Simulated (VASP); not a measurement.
# Co (Fd-3m) in VASP: a series of runs

Co is run at these levels: LDA, PBE; tasks: single point.

Program: VASP 6.6.1. These are calculated values, not measurements. Logs are shortened: lines on timing, memory, paths and dates and some standing lists are left out, and cuts for length are marked.

## (1) The cell of the first run

It takes space group Fd-3m (No. 227, cubic). The conventional cell has a = 3.927 Å, b = 3.927 Å, c = 3.927 Å, α = 90.00°, β = 90.00°, γ = 90.00°. Within 2.3 Å of Co (site symmetry -43m) lie 4 Co at 1.70 Å.

## (2) Single point, LDA, collinear spin, ferromagnetic start (volume scaled by 0.55)

INCAR reads:

```
SYSTEM = Co
PREC = Accurate
ENCUT = 520
EDIFF = 1E-6
ISMEAR = -1
SIGMA = 0.1
LREAL = .FALSE.
LASPH = .TRUE.
NELM = 150
ALGO = Normal
ISIF = 2
LWAVE = .FALSE.
LCHARG = .TRUE.
ISPIN = 2
MAGMOM = 1.7 1.7
LORBIT = 11
LMAXMIX = 4
GGA = CA
LELF = .TRUE.
LVHAR = .TRUE.
NBANDS = 20
```

KPOINTS reads:

```
regular mesh
0
G
  16 16 16
  0 0 0
```

POSCAR reads:

```
Co
1.0
    0.0000000000      1.9637312389      1.9637312389
    1.9637312389      0.0000000000      1.9637312389
    1.9637312389      1.9637312389      0.0000000000
Co
2
Direct
   -0.1250000000     -0.1250000000     -0.1250000000
    0.1250000000      0.1250000000      0.1250000000
```

Potentials or basis: VASP PAW LDA potentials, release 64 (Co).

On the command line:

```
> cat potpaw_LDA.64/Co/POTCAR > POTCAR
> mpirun -np 1 vasp_std > vasp.out
```

OUTCAR:

```text
SYSTEM = Co
   PREC = Accurate
   ENCUT = 520
   EDIFF = 1E-6
   ISMEAR = -1
   LREAL = .FALSE.
   LASPH = .TRUE.
   NELM = 150
   ISIF = 2
   ISPIN = 2
   LORBIT = 11
   GGA = CA

 ion  position               nearest neighbor table
   1  0.875  0.875  0.875-   2 1.70   2 1.70   2 1.70   2 1.70
   2  0.125  0.125  0.125-   1 1.70   1 1.70   1 1.70   1 1.70

  LATTYP: Found a face centered cubic cell.
 ALAT       =     3.9274624778

  Lattice vectors:

 A1 = (   0.0000000000,   1.9637312389,   1.9637312389)
 A2 = (   1.9637312389,   0.0000000000,   1.9637312389)
 A3 = (   1.9637312389,   1.9637312389,   0.0000000000)

Analysis of symmetry for initial positions (statically):
=====================================================================
 Subroutine PRICEL returns:
 Original cell was already a primitive cell.

 Routine SETGRP: Setting up the symmetry group for a
 face centered cubic supercell.

 Subroutine GETGRP returns: Found 48 space group operations
 (whereof 12 operations were pure point group operations)
 out of a pool of 48 trial point group operations.

The static configuration has the point symmetry D_3d.
 The point group associated with its full space group is O_h .

Analysis of symmetry for dynamics (positions and initial velocities):
=====================================================================
 Subroutine PRICEL returns:
 Original cell was already a primitive cell.

 Routine SETGRP: Setting up the symmetry group for a
 face centered cubic supercell.

 Subroutine GETGRP returns: Found 48 space group operations
 (whereof 12 operations were pure point group operations)
 out of a pool of 48 trial point group operations.

The dynamic configuration has the point symmetry D_3d.
 The point group associated with its full space group is O_h .

Analysis of structural, dynamic, and magnetic symmetry:
=====================================================================
 Subroutine PRICEL returns:
 Original cell was already a primitive cell.

 Routine SETGRP: Setting up the symmetry group for a
 face centered cubic supercell.

 Subroutine GETGRP returns: Found 48 space group operations
 (whereof 12 operations were pure point group operations)
 out of a pool of 48 trial point group operations.

The overall configuration has the point symmetry D_3d.
 The point group associated with its full space group is O_h .

 Subroutine INISYM returns: Found 48 space group operations
 (whereof 12 operations are pure point group operations),
 and found     1 'primitive' translations

----------------------------------------------------------------------------------------

                                     Primitive cell

  volume of cell :      15.1452

  direct lattice vectors                    reciprocal lattice vectors
     0.000000000  1.963731239  1.963731239    -0.254617328  0.254617328  0.254617328
     1.963731239  0.000000000  1.963731239     0.254617328 -0.254617328  0.254617328
     1.963731239  1.963731239  0.000000000     0.254617328  0.254617328 -0.254617328

  length of vectors
     2.777135351  2.777135351  2.777135351     0.441010148  0.441010148  0.441010148

  position of ions in fractional coordinates (direct lattice)
     0.875000000  0.875000000  0.875000000
     0.125000000  0.125000000  0.125000000

  ion indices of the primitive-cell ions
   primitive index   ion index
                 1           1
                 2           2

----------------------------------------------------------------------------------------

 KPOINTS: regular mesh

Automatic generation of k-mesh.
 Grid dimensions read from file:
 generate k-points for:   16   16   16

 Generating k-lattice:

  Cartesian coordinates                     Fractional coordinates (reciprocal lattice)
    -0.015913583  0.015913583  0.015913583     0.062500000  0.000000000  0.000000000
     0.015913583 -0.015913583  0.015913583     0.000000000  0.062500000  0.000000000
     0.015913583  0.015913583 -0.015913583     0.000000000  0.000000000  0.062500000

  Length of vectors
     0.027563134  0.027563134  0.027563134

  Shift w.r.t. Gamma in fractional coordinates (k-lattice)
     0.000000000  0.000000000  0.000000000

 Subroutine IBZKPT returns following result:
 ===========================================

 Found    145 irreducible k-points:

 Following reciprocal coordinates:
            Coordinates               Weight
  0.000000  0.000000  0.000000      1.000000
  0.062500  0.000000  0.000000      8.000000
  0.125000  0.000000  0.000000      8.000000
  0.187500  0.000000  0.000000      8.000000
  0.250000  0.000000  0.000000      8.000000
  0.312500  0.000000  0.000000      8.000000
[... 16 lines left out ...]
 -0.125000  0.062500  0.000000     24.000000
 -0.062500  0.062500  0.000000     12.000000
 [... further k-points ...]
   k-points           NKPTS =    145   k-points in BZ     NKDIM =    145   number of bands    NBANDS=     20
   number of dos      NEDOS =    301   number of ions     NIONS =      2
   total plane-waves  NPLWV =  13824
   dimension x,y,z NGX =    24 NGY =   24 NGZ =   24
   dimension x,y,z NGXF=    48 NGYF=   48 NGZF=   48
   ions per type =               2
   NGX,Y,Z   is equivalent  to a cutoff of  14.37, 14.37, 14.37 a.u.
   NGXF,Y,Z  is equivalent  to a cutoff of  28.73, 28.73, 28.73 a.u.
 SYSTEM =  Co
   PREC   = accura    normal or accurate (medium, high low for compatibility)
   ISTART =      0    job   : 0-new  1-cont  2-samecut
   ICHARG =      2    charge: 1-file 2-atom 10-const
   ISPIN  =      2    spin polarized calculation?
   LNONCOLLINEAR =      F non collinear calculations
   LSORBIT =      F    spin-orbit coupling
   LASPH  =      T    aspherical Exc in radial PAW
   ENCUT  =  520.0 eV  38.22 Ry    6.18 a.u.   5.16  5.16  5.16*2*pi/ulx,y,z
   NELM   =    150;   NELMIN=  2; NELMDL= -5     # of ELM steps
   EDIFF  = 0.1E-05   stopping-criterion for ELM
   LREAL  =      F    real-space projection
   EDIFFG = 0.1E-04   stopping-criterion for IOM
   NSW    =      0    number of steps for IOM
   IBRION =     -1    ionic relax: 0-MD 1-quasi-New 2-CG
   NFREE  =      0    steps in history (QN), initial steepest desc. (CG)
   ISIF   =      2    stress and relaxation
   ISYM   =      2    0-nonsym 1-usesym 2-fastsym
   POTIM  = 0.5000    time-step for ionic-motion
   TEBEG  =    0.0;   TEEND  =   0.0 temperature during run
   PSTRESS=    0.0 pullay stress
   NELECT =      18.0000    total number of electrons
   NUPDOWN=      -1.0000    fix difference up-down
   EMIN   =  10.00;   EMAX   =-10.00  energy-range for DOS
   EFERMI =   0.00;   METHOD = LEGACY
   ISMEAR =    -1;   SIGMA  =   0.10  broadening in eV -4-tet -1-fermi 0-gaus
   EFERMI_NEDOS =   21; number of points for ismear=-14 and -15
   IALGO  =     38    algorithm
   IMIX   =      4    mixing-type and parameters
     AMIX     =   0.40;   BMIX     =  1.00
     AMIX_MAG =   1.60;   BMIX_MAG =  1.00
  volume/ion in A,a.u.               =       7.57        51.10
  Fermi-wavevector in a.u.,A,eV,Ry     =   1.734098  3.276970 40.914020  3.007096
  Thomas-Fermi vector in A             =   2.807959
   LORBIT       =     11    0 simple, 1 ext, 2 COOP (PROOUT), +10 PAW based schemes
   GGA     = CA    functional components
   LHFCALC =     F    Hartree Fock is set to
   AEXX    =    0.0000 exact exchange contribution
   IVDW    =     0    specifies the selected vdW correction
   LEPSILON=     F    determine dielectric tensor
   LRPA    =     F    only Hartree local field effects (RPA)
 spin polarized calculation
  energy-cutoff  :      520.00
  volume of cell :       15.15
 maximum number of plane-waves:       419
 NGX is ok and might be reduce to    24
   NGX = 11   NGY = 11   NGZ = 11

 number of electron      18.0000006 magnetization       0.0008698

 number of electron      18.0000006 magnetization      -0.0001807

 Free energy of the ion-electron system (eV)
  ---------------------------------------------------
  ext. energy  EPLUGINS =         0.00000000
  ---------------------------------------------------
  free energy    TOTEN  =        -6.31950635 eV

  energy without entropy =       -6.26517289  energy(sigma->0) =       -6.29233962

 E-fermi :  17.3620     XC(G=0): -15.6125

 val. band max:       17.3542869048   @ k =  -0.1875   0.1875   0.0625
 cond. band min:      17.3910546789   @ k =  -0.1875   0.1875   0.0000
 fundamental gap:      0.0367677741
 Fermi energy:        17.3619809239

 spin component 1

 k-point     1 :       0.0000    0.0000    0.0000
  band No.  band energies     occupation
      1       6.1537      1.00000
      2       9.8568      1.00000
      3       9.8568      1.00000
      4      11.2706      1.00000
      5      11.2706      1.00000
      6      11.2706      1.00000
[... 12 lines left out ...]
     19      43.9009      0.00000
     20      46.3120      0.00000

 k-point     2 :       0.0625    0.0000    0.0000
  band No.  band energies     occupation
      1       6.2828      1.00000
      2       9.7933      1.00000
      3       9.7933      1.00000
      4      11.2738      1.00000
      5      11.3789      1.00000
      6      11.3789      1.00000
[... 12 lines left out ...]
     19      44.4355      0.00000
     20      45.6650      0.00000

 k-point     3 :       0.1250    0.0000    0.0000
  band No.  band energies     occupation
      1       6.6563      1.00000
      2       9.6689      1.00000
      3       9.6689      1.00000
      4      11.3007      1.00000
      5      11.6135      1.00000
      6      11.6135      1.00000
[... 12 lines left out ...]
     19      44.6215      0.00000
     20      44.6215      0.00000

 k-point     4 :       0.1875    0.0000    0.0000
  band No.  band energies     occupation
      1       7.2277      1.00000
      2       9.5754      1.00000
      3       9.5754      1.00000
      4      11.3999      1.00000
      5      11.8131      1.00000
      6      11.8131      1.00000
[... 429 lines left out ...]
 k-point    23 :      -0.1250    0.0625    0.0000
  band No.  band energies     occupation
      1       6.9329      1.00000
      2       9.4109      1.00000
      3       9.8201      1.00000
      4      11.3289      1.00000
      5      11.5540      1.00000
      6      11.9278      1.00000
[... 12 lines left out ...]
     19      43.3215      0.00000
     20      45.7918      0.00000

 k-point    24 :      -0.0625    0.0625    0.0000
  band No.  band energies     occupation
      1       6.4936      1.00000
      2       9.5881      1.00000
      3       9.8479      1.00000
      4      11.2980      1.00000
      5      11.3984      1.00000
      6      11.6322      1.00000
[... 12 lines left out ...]
     19      43.9868      0.00000
     20      45.1356      0.00000

 [... further k-points ...]

 spin component 2

 k-point     1 :       0.0000    0.0000    0.0000
  band No.  band energies     occupation
      1       6.1537      1.00000
      2       9.8568      1.00000
      3       9.8568      1.00000
      4      11.2706      1.00000
      5      11.2706      1.00000
      6      11.2706      1.00000
[... 12 lines left out ...]
     19      43.9009      0.00000
     20      46.3120      0.00000

 k-point     2 :       0.0625    0.0000    0.0000
  band No.  band energies     occupation
      1       6.2828      1.00000
      2       9.7933      1.00000
      3       9.7933      1.00000
      4      11.2738      1.00000
      5      11.3789      1.00000
      6      11.3789      1.00000
[... 12 lines left out ...]
     19      44.4355      0.00000
     20      45.6650      0.00000

 k-point     3 :       0.1250    0.0000    0.0000
  band No.  band energies     occupation
      1       6.6563      1.00000
      2       9.6689      1.00000
      3       9.6689      1.00000
      4      11.3006      1.00000
      5      11.6135      1.00000
      6      11.6135      1.00000
[... 12 lines left out ...]
     19      44.6215      0.00000
     20      44.6215      0.00000

 k-point     4 :       0.1875    0.0000    0.0000
  band No.  band energies     occupation
      1       7.2276      1.00000
      2       9.5754      1.00000
      3       9.5754      1.00000
      4      11.3998      1.00000
      5      11.8131      1.00000
      6      11.8131      1.00000
[... 429 lines left out ...]
 k-point    23 :      -0.1250    0.0625    0.0000
  band No.  band energies     occupation
      1       6.9329      1.00000
      2       9.4109      1.00000
      3       9.8201      1.00000
      4      11.3288      1.00000
      5      11.5539      1.00000
      6      11.9277      1.00000
[... 12 lines left out ...]
     19      43.3214      0.00000
     20      45.7918      0.00000

 k-point    24 :      -0.0625    0.0625    0.0000
  band No.  band energies     occupation
      1       6.4936      1.00000
      2       9.5881      1.00000
      3       9.8479      1.00000
      4      11.2980      1.00000
      5      11.3984      1.00000
      6      11.6321      1.00000
[... 12 lines left out ...]
     19      43.9868      0.00000
     20      45.1355      0.00000

 [... further k-points ...]
[... 5 lines left out ...]
  --------------------------------------------------------------------------------------
  -------------------------------------------------------------------------------------
  Total       29.7828962     29.7828962     29.7828962     -0.0000000      0.0000000      0.0000000
  in kB     3150.6587575   3150.6587575   3150.6587575     -0.0000000      0.0000000      0.0000000
  external PRESSURE =    3150.6587575 kB  Pullay stress =       0.0000000 kB

 VOLUME and BASIS-vectors are now :
 -----------------------------------------------------------------------------
  energy-cutoff  :      520.00
  volume of cell :       15.15
      direct lattice vectors                 reciprocal lattice vectors
     0.000000000  1.963731239  1.963731239    -0.254617328  0.254617328  0.254617328
     1.963731239  0.000000000  1.963731239     0.254617328 -0.254617328  0.254617328
     1.963731239  1.963731239  0.000000000     0.254617328  0.254617328 -0.254617328

 POSITION                                       TOTAL-FORCE (eV/Angst)
 -----------------------------------------------------------------------------------
      3.43653      3.43653      3.43653         0.000000      0.000000      0.000000
      0.49093      0.49093      0.49093        -0.000000     -0.000000     -0.000000
 -----------------------------------------------------------------------------------
    total drift:                                0.000000      0.000000      0.000000

  FREE ENERGIE OF THE ION-ELECTRON SYSTEM (eV)
  ---------------------------------------------------
  free  energy   TOTEN  =        -6.3195063506 eV

  energy  without entropy=       -6.2651728860  energy(sigma->0) =       -6.29233962

 total charge

# of ion       s       p       d       tot
------------------------------------------
    1        0.820   0.947   8.222   9.989
    2        0.820   0.947   8.222   9.989
--------------------------------------------------
tot          1.639   1.895  16.443  19.977

 magnetization (x)

# of ion       s       p       d       tot
------------------------------------------
    1       -0.000  -0.000  -0.000  -0.000
    2       -0.000  -0.000  -0.000  -0.000
--------------------------------------------------
tot         -0.000  -0.000  -0.000  -0.000
```

Wall time 46 s (1 thread of Intel Xeon Platinum 8559C (Emerald Rapids), shared host); peak memory 0.18 GiB.

Results:

| Quantity | Value |
| --- | --- |
| Free energy | -6.3195 eV |
| Pressure | 315.1 GPa |
| Band gap on the k mesh | zero (filled and empty bands overlap) |
| Net moment | 0.00 μB per cell |

Caveat: the starting moments collapsed, and a magnetic state may lie lower.

(Part 1 of 2 ends here.)
